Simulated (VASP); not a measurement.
**Si2Sn: relaxation of cell and atoms with r2SCAN**

Crystal: Si2Sn.

```xyz
6
Lattice="4.1476 0.0000 0.0000 -2.0738 3.5919 0.0000 0.0000 0.0000 10.1952" Properties=species:S:1:pos:R:3 pbc="T T T"
Si    0.0000    0.0000   -0.1647
Si    2.0738    1.1973    6.9692
Si    0.0000    2.3946    3.4109
Si    2.0738    1.1973    9.3302
Sn    0.0000    2.3946    6.0241
Sn    0.0000    0.0000    2.4672
```

- Program: VASP 6.6.1
- Task: relaxation of cell and atoms
- Functional: r2SCAN
- Potentials or basis: VASP PAW PBE potentials, release 64 (Si, Sn_d)
- Cutoff: 550 eV
- k mesh: 6 × 6 × 2
- Occupations: fermi-dirac, width 0.02 eV
- Spin: no spin polarisation
- Dipole correction: no
- Further INCAR settings: ALGO = Normal; EDIFF = 1e-07; IBRION = 2; EDIFFG = -0.005; NSW = 80; ISIF = 3

- Relaxed volume: 24.71 Å³/atom
- Relaxed cell: a = 4.118 Å, b = 4.118 Å, c = 10.096 Å, α = 90.00°, β = 90.00°, γ = 120.00°
- Space group after relaxing (to 0.1 Å): P3m1 (No. 156)
- Energy gained by relaxing: 3.4 meV/atom
- Ionic steps: 9
- Pressure after relaxing: 0.0 GPa
- Band gap on the k mesh: 0.34 eV (least direct gap 0.35 eV)

Forces in eV/Å, atoms in the order of the input:
```
Si   0.000  0.000  0.003
Si   0.000  0.000 -0.003
Si   0.000  0.000  0.000
Si   0.000  0.000 -0.001
Sn   0.000  0.000 -0.001
Sn   0.000  0.000  0.002
```

The path:
| step | energy change (eV) | largest force (eV/Å) | pressure (GPa) | volume (Å³) |
| --- | --- | --- | --- | --- |
| 1 | 0.0000 | 0.0692 | -1.69 | 151.89 |
| 2 | -0.0125 | 0.1144 | 1.12 | 146.09 |
| 3 | -0.0201 | 0.0598 | 0.01 | 148.25 |
| 4 | -0.0201 | 0.0597 | -0.03 | 148.32 |
| 5 | -0.0202 | 0.0160 | -0.03 | 148.30 |
| 6 | -0.0203 | 0.0179 | -0.03 | 148.29 |
| 7 | -0.0203 | 0.0131 | 0.02 | 148.20 |
| 8 | -0.0203 | 0.0134 | 0.01 | 148.22 |
| 9 | -0.0203 | 0.0026 | 0.01 | 148.24 |

Final structure:
```
Si Sn
1.0
     4.11771    0.00000    0.00000
    -2.05885    3.56604    0.00000
     0.00000    0.00000   10.09567
Si Sn
4 2
Direct
  0.00000 0.00000 0.98417
  0.66667 0.33333 0.68297
  0.33333 0.66667 0.33442
  0.66667 0.33333 0.91518
  0.33333 0.66667 0.59082
  0.00000 0.00000 0.24244
```

Levels at points of the mesh, in eV from the valence-band top:
```csv
k point,band 19,band 20,band 21,band 22,band 23,band 24,band 25,band 26
"(0.00, 0.00, 0.00)",-0.90,-0.33,0.00,0.00,0.35,1.62,1.76,2.18
"(0.50, 0.00, 0.00)",-3.01,-2.93,-2.09,-1.80,0.54,0.75,1.75,2.13
"(0.00, 0.00, 0.50)",-0.65,-0.65,-0.34,-0.34,0.34,1.75,2.08,2.54
"(0.50, 0.00, 0.50)",-3.18,-2.50,-1.53,-1.39,0.50,1.00,1.46,2.56
```

Wall time 41 min on 1 thread of Oxide Virtual Turin-like Processor, on a shared host, peak memory 0.3 GiB.

Caveat: the PAW data sets were made with another functional, which shifts forces and pressure a little; spin-orbit coupling is left out, which moves the levels of the heavy elements. A k mesh can miss the band edges.
